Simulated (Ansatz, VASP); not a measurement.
**Be8H: VASP beside Ansatz**

```
Be H
1.0
     4.67015    0.00000    0.00000
    -2.33508    4.04447    0.00000
     0.00000    0.00000    3.56662
Be H
8 1
Direct
  0.17235 0.34470 0.24407
  0.17235 0.82765 0.24407
  0.66667 0.33333 0.25909
  0.65530 0.82765 0.24407
  0.34470 0.17235 0.75593
  0.33333 0.66667 0.74091
  0.82765 0.17235 0.75593
  0.82765 0.65530 0.75593
  0.00000 0.00000 0.50000
```

Alike in both runs: task relaxation of cell and atoms; functional PBE; k mesh 6 × 6 × 8; occupations gaussian, width 0.1 eV; no spin polarisation.

|  | VASP | Ansatz |
| --- | --- | --- |
| version | VASP 6.6.1 | Ansatz 0.2.0 |
| potentials or method | VASP PAW PBE potentials, release 64 (Be, H), cutoff 600 eV | scalar-relativistic, plane waves, PAW |
| valence electrons in the cell | 17 | 17 |

VASP gave:

- gap on the k mesh at the Fermi level, each at its own relaxed structure (eV): none
- relaxed volume (Å³/atom): 7.49
- relaxed length of the cell vector where the two differ most in proportion (Å): 3.567

Problem. What did Ansatz give for the same quantities?

Solution. gap on the k mesh at the Fermi level, each at its own relaxed structure (eV): none; relaxed volume (Å³/atom): 7.49; relaxed length of the cell vector where the two differ most in proportion (Å): 3.561.

A gap of «none» marks a metal or a gap that the smearing closes.

Noted on VASP's run: the relaxation stopped at its first step, so nothing moved.
